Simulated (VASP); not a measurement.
The system is Al2O3.

```
Al O
1.0
     3.01748    0.00000    0.00000
    -1.50874    2.61322    0.00000
     0.00000    0.00000    7.57464
Al O
2 3
Direct
  0.00000 0.00000 0.27795
  0.00000 0.00000 0.72205
  0.33333 0.66667 0.19945
  0.66667 0.33333 0.80055
  0.00000 0.00000 0.50000
```

| Quantity | Value |
| --- | --- |
| Program | VASP 6.6.1 |
| Task | relaxation of volume and atoms at fixed shape |
| Functional | PBEsol |
| Potentials or basis | VASP PAW PBE potentials, release 64 (Al, O) |
| Cutoff | 600 eV |
| k mesh | 9 × 9 × 3 |
| Occupations | methfessel-paxton, width 0.05 eV |
| Spin | no spin polarisation |

At the start: pressure -3.7 GPa; volume 11.95 Å³/atom.

Q: How do energy, volume and symmetry change on relaxing?

A: Over 8 steps the energy falls by 3.3 meV/atom and the volume is 11.63 Å³/atom (-2.6 %); space group P-3m1 (No. 164, to 0.05 Å).

The path:
```
step  energy change (eV)  largest force (eV/Å)  pressure (GPa)  volume (Å³)
   1              0.0000                0.1892           -3.70        59.73
   2             -0.0001                0.4032            3.75        57.38
   3             -0.0152                0.1489           -0.11        58.53
   4             -0.0154                0.1272           -0.05        58.40
   5             -0.0158                0.0628           -0.08        58.46
   6             -0.0161                0.0499           -0.06        58.39
   7             -0.0165                0.0118            0.03        58.20
   8             -0.0166                0.0060            0.05        58.15
```

Final structure:
```
Al O
1.0
     2.99067    0.00000    0.00000
    -1.49533    2.59000    0.00000
     0.00000    0.00000    7.50733
Al O
2 3
Direct
  0.00000 0.00000 0.27723
  0.00000 0.00000 0.72277
  0.33333 0.66667 0.19849
  0.66667 0.33333 0.80151
  0.00000 0.00000 0.50000
```

Caveat: the PAW data sets were made with another functional, which shifts forces and pressure a little.
